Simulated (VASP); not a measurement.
The system is TlBr.

```
Tl Br
1.0
     3.94619    0.00000    0.00000
     0.00000    3.94619    0.00000
     0.00000    0.00000    3.94619
Tl Br
1 1
Direct
  0.00000 0.00000 0.00000
  0.50000 0.50000 0.50000
```

Base run:

| Item | Value |
| --- | --- |
| Program | VASP 6.6.1 |
| Functional | PBE |
| Potentials or basis | VASP PAW PBE potentials, release 64 (Tl_d, Br) |
| Cutoff | 500 eV |
| k mesh | 6 × 6 × 6 |
| Occupations | gaussian, width 0.01 eV |
| Spin | no spin polarisation |

Its results: band gap on the k mesh 1.79 eV; pressure 1.9 GPa.

Task: The run is repeated on the same cell with these changes: functional from PBE to r2SCAN; cutoff from 500 eV to 550 eV. What comes out?

Result: Band gap on the k mesh 2.24 eV; pressure 1.0 GPa.

Caveats: spin-orbit coupling is left out, which moves the levels of the heavy elements; the PAW data sets were made with another functional, which shifts forces and pressure a little (at least some runs).

A k mesh can miss the band edges.
